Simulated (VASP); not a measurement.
# C (Fmmm) in VASP: notebook

C is run at these levels: PBEsol; tasks: relaxation of cell and atoms, single point.

All numbers are computed with VASP 6.6.1; they aren't measurements. Logs are shortened: lines on timing, memory, paths and dates and some standing lists are left out, and cuts for length are marked.

## Step 1: The cell of the first run

It takes space group Fmmm (No. 69, orthorhombic). Conventional cell: a = 2.459 Å, b = 4.259 Å, c = 7.383 Å, α = 90.00°, β = 90.00°, γ = 90.00°. Within 1.9 Å of C (site symmetry m2m) lie 3 C at 1.42 Å.

## Step 2: Relaxation of cell and atoms, PBEsol

Input file INCAR:

```
SYSTEM = C
ALGO = Normal ; EDIFF = 1E-6
EDIFFG = -0.005 ; ENCUT = 600
GGA = PS ; IBRION = 2
ISIF = 3 ; ISMEAR = 0
LASPH = .True. ; LCHARG = .False.
LREAL = .False. ; LWAVE = .False.
NELM = 100 ; NSW = 100
PREC = Accurate ; SIGMA = 0.02
```

Input file KPOINTS:

```
k-points
0
Gamma
  14 14 14
  0 0 0
```

Input file POSCAR:

```
C
1.0
    0.0000000000      2.1294003736      3.6913216801
    1.2294262032      0.0000000000      3.6913216801
    1.2294262032      2.1294003736      0.0000000000
C
2
Direct
    0.1666962522      0.8333037478      0.1666962522
    0.8333037478      0.1666962522      0.8333037478
```

Potentials or basis: VASP PAW PBE potentials, release 64 (C).

The run is started by

```
$ cat potpaw_PBE.64/C/POTCAR > POTCAR
$ mpirun -np 1 vasp_std > vasp.out
```

OUTCAR:

```text
SYSTEM = C
   EDIFF = 1E-6
   EDIFFG = -0.005
   ENCUT = 600
   GGA = PS
   IBRION = 2
   ISIF = 3
   ISMEAR = 0
   LASPH = .True.
   LREAL = .False.
   NELM = 100
   NSW = 100
   PREC = Accurate

 ion  position               nearest neighbor table
   1  0.167  0.833  0.167-   2 1.42   2 1.42   2 1.42
   2  0.833  0.167  0.833-   1 1.42   1 1.42   1 1.42

  LATTYP: Found a face centered orthorhombic cell.
 ALAT       =     2.4588524064
 B/A-ratio  =     1.7320278094
 C/A-ratio  =     3.0024751957

  Lattice vectors:

 A1 = (   0.0000000000,   2.1294003736,   3.6913216801)
 A2 = (   1.2294262032,   0.0000000000,   3.6913216801)
 A3 = (   1.2294262032,   2.1294003736,   0.0000000000)

Analysis of symmetry for initial positions (statically):
=====================================================================
 Subroutine PRICEL returns:
 Original cell was already a primitive cell.

 Routine SETGRP: Setting up the symmetry group for a
 face centered orthorhombic supercell.

 Subroutine GETGRP returns: Found  8 space group operations
 (whereof  8 operations were pure point group operations)
 out of a pool of  8 trial point group operations.

The static configuration has the point symmetry D_2h.

Analysis of symmetry for dynamics (positions and initial velocities):
=====================================================================
 Subroutine PRICEL returns:
 Original cell was already a primitive cell.

 Routine SETGRP: Setting up the symmetry group for a
 face centered orthorhombic supercell.

 Subroutine GETGRP returns: Found  8 space group operations
 (whereof  8 operations were pure point group operations)
 out of a pool of  8 trial point group operations.

The dynamic configuration has the point symmetry D_2h.

 Subroutine INISYM returns: Found  8 space group operations
 (whereof  8 operations are pure point group operations),
 and found     1 'primitive' translations

----------------------------------------------------------------------------------------

                                     Primitive cell

  volume of cell :      19.3273

  direct lattice vectors                    reciprocal lattice vectors
     0.000000000  2.129400374  3.691321680    -0.406693788  0.234807886  0.135452839
     1.229426203  0.000000000  3.691321680     0.406693788 -0.234807886  0.135452839
     1.229426203  2.129400374  0.000000000     0.406693788  0.234807886 -0.135452839

  length of vectors
     4.261478816  3.890674046  2.458827920     0.488755616  0.488755616  0.488755616

  position of ions in fractional coordinates (direct lattice)
     0.166696252  0.833303748  0.166696252
     0.833303748  0.166696252  0.833303748

  ion indices of the primitive-cell ions
   primitive index   ion index
                 1           1
                 2           2

----------------------------------------------------------------------------------------

 KPOINTS: k-points

Automatic generation of k-mesh.
 Grid dimensions read from file:
 generate k-points for:   14   14   14

 Generating k-lattice:

  Cartesian coordinates                     Fractional coordinates (reciprocal lattice)
    -0.029049556  0.016771992  0.009675203     0.071428571  0.000000000  0.000000000
     0.029049556 -0.016771992  0.009675203     0.000000000  0.071428571  0.000000000
     0.029049556  0.016771992 -0.009675203     0.000000000  0.000000000  0.071428571

  Length of vectors
     0.034911115  0.034911115  0.034911115

  Shift w.r.t. Gamma in fractional coordinates (k-lattice)
     0.000000000  0.000000000  0.000000000

 Subroutine IBZKPT returns following result:
 ===========================================

 Found    428 irreducible k-points:

 Following reciprocal coordinates:
            Coordinates               Weight
  0.000000  0.000000  0.000000      1.000000
  0.071429  0.000000 -0.000000      8.000000
  0.142857  0.000000 -0.000000      8.000000
  0.214286  0.000000 -0.000000      8.000000
  0.285714  0.000000  0.000000      8.000000
  0.357143  0.000000 -0.000000      8.000000
[... 16 lines left out ...]
  0.214286  0.142857  0.000000      8.000000
  0.285714  0.142857  0.000000      8.000000
 [... further k-points ...]
   k-points           NKPTS =    428   k-points in BZ     NKDIM =    428   number of bands    NBANDS=      8
   number of dos      NEDOS =    301   number of ions     NIONS =      2
   total plane-waves  NPLWV =  23040
   dimension x,y,z NGX =    36 NGY =   32 NGZ =   20
   dimension x,y,z NGXF=    72 NGYF=   64 NGZF=   40
   ions per type =               2
   NGX,Y,Z   is equivalent  to a cutoff of  14.04, 13.67, 13.52 a.u.
   NGXF,Y,Z  is equivalent  to a cutoff of  28.09, 27.35, 27.04 a.u.
 SYSTEM =  C
   PREC   = accura    normal or accurate (medium, high low for compatibility)
   ISTART =      0    job   : 0-new  1-cont  2-samecut
   ICHARG =      2    charge: 1-file 2-atom 10-const
   ISPIN  =      1    spin polarized calculation?
[... 26 lines left out ...]
  volume/ion in A,a.u.               =       9.66        65.21
  Fermi-wavevector in a.u.,A,eV,Ry     =   1.220059  2.305578 20.252880  1.488545
  Thomas-Fermi vector in A             =   2.355290
   LORBIT       =      0    0 simple, 1 ext, 2 COOP (PROOUT), +10 PAW based schemes
   GGA     = PS    functional components
   LHFCALC =     F    Hartree Fock is set to
   AEXX    =    0.0000 exact exchange contribution
   IVDW    =     0    specifies the selected vdW correction
   LEPSILON=     F    determine dielectric tensor
   LRPA    =     F    only Hartree local field effects (RPA)
 conjugate gradient relaxation of ions
 non-spin polarized calculation
 Gauss-broadening in eV      SIGMA  =   0.02
  energy-cutoff  :      600.00
  volume of cell :       19.33
 maximum number of plane-waves:       660
 NGX is ok and might be reduce to    36
   NGX = 17   NGY = 15   NGZ =  9

--------------------------------------- Ionic step        1  -------------------------------------------

 number of electron       8.0000000 magnetization

 Free energy of the ion-electron system (eV)
  ---------------------------------------------------
  ext. energy  EPLUGINS =         0.00000000
  ---------------------------------------------------
  free energy    TOTEN  =       -19.29427480 eV

  energy without entropy =      -19.29427480  energy(sigma->0) =      -19.29427480

------------------------ aborting loop because EDIFF is reached ----------------------------------------

  FORCE on cell =-STRESS in cart. coord.  units (eV):
  Direction    XX          YY          ZZ          XY          YZ          ZX
  --------------------------------------------------------------------------------------
  -------------------------------------------------------------------------------------
  Total        0.0590095      0.0591343     -0.0305686      0.0000000      0.0000000      0.0000000
  in kB        4.8917116      4.9020538     -2.5340472      0.0000000      0.0000000      0.0000000
  external PRESSURE =       2.4199060 kB  Pullay stress =       0.0000000 kB
[... 89 lines left out ...]
  FREE ENERGIE OF THE ION-ELECTRON SYSTEM (eV)
  ---------------------------------------------------
  free  energy   TOTEN  =       -19.2943065417 eV

  energy  without entropy=      -19.2943065417  energy(sigma->0) =      -19.29430654

 E-fermi :   3.8742     XC(G=0):  -9.9357

 val. band max:        3.7040733257   @ k =   0.5000  -0.1429   0.3571
 cond. band min:       4.3866141134   @ k =  -0.0714   0.2857   0.2857
 fundamental gap:      0.6825407877
 Fermi energy:         3.8741718286

 k-point     1 :       0.0000    0.0000    0.0000
  band No.  band energies     occupation
      1     -15.6982      2.00000
      2      -3.1276      2.00000
      3       0.9149      2.00000
      4       0.9158      2.00000
      5       7.3773      0.00000
      6      12.2312      0.00000
      7      12.2756      0.00000
      8      15.4123      0.00000
[... 243 lines left out ...]
 k-point    24 :       0.2857    0.1429    0.0000
  band No.  band energies     occupation
      1     -15.1565      2.00000
      2      -3.0910      2.00000
      3      -0.8442      2.00000
      4       0.0204      2.00000
      5       9.5026      0.00000
      6      12.3180      0.00000
      7      13.8365      0.00000
      8      14.1861      0.00000

 [... further k-points ...]

[... ionic steps 4 to 12 ...]

--------------------------------------- Ionic step       13  -------------------------------------------

 number of electron       8.0000000 magnetization

------------------------ aborting loop because EDIFF is reached ----------------------------------------
[... 67 lines left out ...]
--------------------------------------- Ionic step       15  -------------------------------------------

 number of electron       8.0000000 magnetization

 Free energy of the ion-electron system (eV)
  ---------------------------------------------------
  ext. energy  EPLUGINS =         0.00000000
  ---------------------------------------------------
  free energy    TOTEN  =       -19.29480156 eV

  energy without entropy =      -19.29480156  energy(sigma->0) =      -19.29480156

 E-fermi :   4.0308     XC(G=0): -10.0726

 val. band max:        3.9179624533   @ k =   0.5000  -0.1429   0.3571
 cond. band min:       4.5377652772   @ k =  -0.0714   0.2857   0.2857
 fundamental gap:      0.6198028239
 Fermi energy:         4.0307997950

 k-point     1 :       0.0000    0.0000    0.0000
  band No.  band energies     occupation
      1     -15.5562      2.00000
      2      -2.8967      2.00000
      3       1.0770      2.00000
      4       1.0787      2.00000
      5       7.6249      0.00000
      6      12.3948      0.00000
      7      12.4465      0.00000
      8      15.5743      0.00000
[... 243 lines left out ...]
 k-point    24 :       0.2857    0.1429    0.0000
  band No.  band energies     occupation
      1     -15.0044      2.00000
      2      -2.9242      2.00000
      3      -0.6826      2.00000
      4       0.1820      2.00000
      5       9.8396      0.00000
      6      12.4868      0.00000
      7      13.9981      0.00000
      8      14.3542      0.00000

 [... further k-points ...]
[... 5 lines left out ...]
  --------------------------------------------------------------------------------------
  -------------------------------------------------------------------------------------
  Total        0.0022581      0.0036843     -0.0096494      0.0000000      0.0000000      0.0000000
  in kB        0.1921506      0.3135193     -0.8211193      0.0000000      0.0000000      0.0000000
  external PRESSURE =      -0.1051498 kB  Pullay stress =       0.0000000 kB
[... 17 lines left out ...]
  FREE ENERGIE OF THE ION-ELECTRON SYSTEM (eV)
  ---------------------------------------------------
  free  energy   TOTEN  =       -19.2948015649 eV

  energy  without entropy=      -19.2948015649  energy(sigma->0) =      -19.29480156

 reached required accuracy - stopping structural energy minimisation
```

It took 9.6 min on 1 thread of Intel Xeon Platinum 8259CL at 2.50GHz (Skylake/Cascade Lake), shared host; peak memory 0.2 GiB.

What came out:

- Free energy: -19.2948 eV
- Relaxed volume: 9.41 Å³/atom
- Relaxed cell: a = 4.177 Å, b = 3.798 Å, c = 2.460 Å, α = 80.68°, β = 63.79°, γ = 35.52°
- Space group after relaxing (to 0.05 Å): Fmmm (No. 69)
- Energy gained by relaxing: 0.3 meV/atom
- Ionic steps: 15
- Pressure after relaxing: 0.0 GPa
- Band gap on the k mesh: 0.62 eV, indirect (least direct gap 0.73 eV)

The path:
```csv
step,energy change (eV),largest force (eV/Å),pressure (GPa),volume (Å³)
1,0.0000,0.0001,0.24,19.33
2,0.0001,0.0001,-0.83,19.37
3,0.0000,0.0001,-0.14,19.34
4,-0.0001,0.0003,-0.12,19.33
5,-0.0001,0.0012,-0.11,19.28
6,-0.0002,0.0031,-0.18,19.20
7,-0.0004,0.0065,-0.27,19.02
8,-0.0005,0.0131,-0.42,18.67
9,-0.0005,0.0094,-0.36,18.88
10,-0.0005,0.0002,-0.16,18.85
11,-0.0005,0.0066,-0.02,18.83
12,-0.0005,0.0082,0.01,18.83
13,-0.0005,0.0085,0.01,18.83
14,-0.0005,0.0092,0.01,18.83
15,-0.0005,0.0007,-0.01,18.83
```

Final structure:
```xyz
2
Lattice="0.0000 2.1302 3.5934 1.2299 0.0000 3.5934 1.2299 2.1302 0.0000" Properties=species:S:1:pos:R:3 pbc="T T T"
C     1.2299    0.7102    3.5934
C     1.2299    3.5501    3.5934
```

Caveat: the PAW data sets were made with another functional, which shifts forces and pressure a little. A k mesh can miss the band edges.

## Step 3: Single point, PBEsol

Input file INCAR:

```
PREC     = Accurate       # precision mode
ENCUT    = 520            # plane-wave cutoff, eV
EDIFF    = 1E-6           # SCF threshold, eV
ISMEAR   = 0              # smearing method
SIGMA    = 0.02           # smearing width, eV
LREAL    = F              # projectors in reciprocal space
LASPH    = T              # aspherical terms in the spheres
NELM     = 100            # most SCF steps
ALGO     = Normal         # electronic algorithm
ISIF     = 2              # what is computed and relaxed
LWAVE    = F              # write WAVECAR
LCHARG   = F              # write CHGCAR
GGA      = PS             # functional
NBANDS   = 11             # bands
```

Input file KPOINTS:

```
regular mesh
0
Gamma
  14 14 14
```

POSCAR is that of step 2.

Potentials or basis: VASP PAW PBE potentials, release 64 (C).

The run is started by

```
$ cat potpaw_PBE.64/C/POTCAR > POTCAR
$ mpirun -np 1 vasp_std > vasp.out
```

Wall time 2.2 min (1 thread of Intel Xeon Platinum 8259CL at 2.50GHz (Skylake/Cascade Lake), shared host); peak memory 0.19 GiB.

Results (log left out):

```
Free energy            : -19.2899 eV
Pressure               : 0.6 GPa
Band gap on the k mesh : 0.71 eV, indirect (least direct gap 0.82 eV)
```

Stress tensor (GPa, compression positive):
```
 0.94  0.00  0.00
 0.00  0.95  0.00
 0.00  0.00 -0.07
```

Levels at points of the mesh, in eV from the valence-band top:
| k point | band 1 | band 2 | band 3 | band 4 | band 5 | band 6 | band 7 | band 8 |
| --- | --- | --- | --- | --- | --- | --- | --- | --- |
| (0.00, 0.00, 0.00) | -19.39 | -6.85 | -2.77 | -2.76 | 3.65 | 8.56 | 8.60 | 11.76 |
| (0.50, 0.00, 0.00) | -14.00 | -13.06 | -6.19 | -2.16 | 1.85 | 7.66 | 12.10 | 12.81 |
| (0.50, 0.50, 0.00) | -19.25 | -8.05 | -2.78 | -2.76 | 8.56 | 8.56 | 8.58 | 11.82 |
| (0.50, 0.00, 0.50) | -14.05 | -13.10 | -6.18 | -1.73 | 2.40 | 7.76 | 10.92 | 11.13 |
| (0.00, 0.50, 0.50) | -13.95 | -13.02 | -6.20 | -2.55 | 1.39 | 7.56 | 13.26 | 15.71 |

Caveat: the PAW data sets were made with another functional, which shifts forces and pressure a little. A k mesh can miss the band edges.

## Step 4: Single point, PBEsol (strained and its atoms moved)

Input file INCAR:

```
PREC = Accurate
ENCUT = 520
EDIFF = 1E-7
ISMEAR = 0
SIGMA = 0.02
LREAL = F
LASPH = T
NELM = 60
ALGO = Normal
ISIF = 2
LWAVE = F
LCHARG = F
GGA = PS
NBANDS = 11
```

Input file KPOINTS:

```
Automatic mesh
0
Gamma
  14 14 14
```

Input file POSCAR:

```
C
1.0
    0.0000000000      2.0983067700      3.2839192800
    1.1342913200      0.0000000000      3.2839192800
    1.1342913200      2.0983067700      0.0000000000
C
2
Direct
    0.1431627127      0.8568372873      0.1431627127
    0.8568372873      0.1431627127      0.8568372873
```

The run is started by

```
$ cat potpaw_PBE.64/C/POTCAR > POTCAR
$ mpirun -np 1 vasp_std > vasp.out
```

Wall time 75 s (1 thread of Intel Xeon Platinum 8488C (Sapphire Rapids), shared host); peak memory 0.17 GiB.

It converged, with:

```yaml
Free_energy: -17.5612 eV
Pressure: 66.3 GPa
Largest_force: 14.455 eV/Å
Band_gap_on_the_k_mesh: zero (band 4 reaches 6.56 eV, above the bottom of band 5 at 4.22 eV)
```

Forces on the atoms (eV/Å):
```
C     0.000  14.455   0.000
C     0.000 -14.455   0.000
```

Stress tensor (GPa, compression positive):
```
 74.42   0.00   0.00
  0.00 123.21   0.00
  0.00   0.00   1.12
```

Levels at points of the mesh, in eV from the Fermi level:
| k point | band 2 | band 3 | band 4 | band 5 | band 6 | band 7 |
| --- | --- | --- | --- | --- | --- | --- |
| (0.00, 0.00, 0.00) | -7.69 | -6.11 | 0.83 | 3.65 | 6.05 | 12.98 |
| (0.50, 0.00, 0.00) | -13.60 | -7.48 | -3.24 | 2.91 | 6.43 | 12.99 |
| (0.50, 0.50, 0.00) | -9.77 | -6.08 | 0.78 | 5.99 | 10.23 | 13.02 |
| (0.50, 0.00, 0.50) | -14.86 | -4.72 | -0.71 | 0.07 | 10.20 | 11.11 |
| (0.00, 0.50, 0.50) | -14.61 | -4.78 | -2.53 | -1.51 | 10.88 | 15.07 |

Caveat: the cell differs from its parent crystal (strained and its atoms moved); the PAW data sets were made with another functional, which shifts forces and pressure a little.

## Step 5: Single point, PBEsol (strained)

Input file INCAR:

```
PREC = Accurate ; ENCUT = 520
EDIFF = 1E-6 ; ISMEAR = 0
SIGMA = 0.02 ; LREAL = F
LASPH = T ; NELM = 100
ALGO = Normal ; ISIF = 2
LWAVE = F ; LCHARG = F
GGA = PS ; NBANDS = 11
```

Input file KPOINTS:

```
regular mesh
0
Gamma
  14 14 14
```

Input file POSCAR:

```
C
1.0
    0.0000000000      2.0080581600      3.3839575200
    1.1756994800      0.0000000000      3.3839575200
    1.1756994800      2.0080581600      0.0000000000
C
2
Direct
    0.2254382181      0.7745617819      0.2254382181
    0.7745617819      0.2254382181      0.7745617819
```

The run is started by

```
$ cat potpaw_PBE.64/C/POTCAR > POTCAR
$ mpirun -np 1 vasp_std > vasp.out
```

Run time: 56 s. Hardware: 1 thread of Intel Xeon Platinum 8488C (Sapphire Rapids), shared host; peak memory 0.18 GiB.

It converged, with:

```
Free energy            : -14.8818 eV
Pressure               : 115.0 GPa
Largest force          : 8.450 eV/Å
Band gap on the k mesh : zero (band 4 reaches 7.65 eV, above the bottom of band 5 at 4.82 eV)
```

Forces in eV/Å, atoms in the order of the input:
```
C    0.000 -8.450  0.000
C    0.000  8.450  0.000
```

Stress tensor (GPa, compression positive):
```
261.36   0.00   0.00
  0.00  82.33   0.00
  0.00   0.00   1.16
```

Levels at points of the mesh, in eV from the Fermi level:
```
           k point  band 1  band 2  band 3  band 4  band 5  band 6  band 7  band 8
(0.00, 0.00, 0.00)  -21.40   -9.63   -8.57    1.25    3.10    6.33   13.89   15.98
(0.50, 0.00, 0.00)  -15.85  -15.65   -3.26   -1.94   -0.95    2.55   12.75   12.80
(0.50, 0.50, 0.00)  -21.14  -10.25   -9.64    1.28    6.25    8.85   14.24   15.59
(0.50, 0.00, 0.50)  -15.61  -13.05  -11.32   -4.96    8.20    8.62   11.39   12.04
(0.00, 0.50, 0.50)  -15.41  -12.90  -11.34   -5.92    5.22    7.83   12.66   16.49
```

Caveat: the cell differs from its parent crystal (strained); the PAW data sets were made with another functional, which shifts forces and pressure a little.

## Step 6: The runs side by side

| task | cell | cutoff (eV) | gap on the mesh (eV) | pressure (GPa) | largest force (eV/Å) |
| --- | --- | --- | --- | --- | --- |
| relaxation of cell and atoms | relaxed from a = 4.261, b = 3.891, c = 2.459 Å, angles 80.9, 64.4, 34.7°, 2 atoms | 600 | 0.62 | 0.0 | - |
| single point | a = 4.261, b = 3.891, c = 2.459 Å, angles 80.9, 64.4, 34.7°, 2 atoms | 520 | 0.71 | 0.6 | - |
| single point | a = 3.897, b = 3.474, c = 2.385 Å, angles 81.1, 61.7, 37.2°, 2 atoms | 520 | none | 66.3 | 14.46 |
| single point | a = 3.935, b = 3.582, c = 2.327 Å, angles 80.5, 63.9, 35.7°, 2 atoms | 520 | none | 115.0 | 8.45 |

Alike in all rows: level PBEsol; potentials or basis VASP PAW PBE potentials, release 64 (C); no spin polarisation; k mesh 14 × 14 × 14; smearing gaussian 0.02 eV.

Caveats: the PAW data sets were made with another functional, which shifts forces and pressure a little.

Total energies depend on the potentials used, so only differences within one code and one set of settings carry meaning.
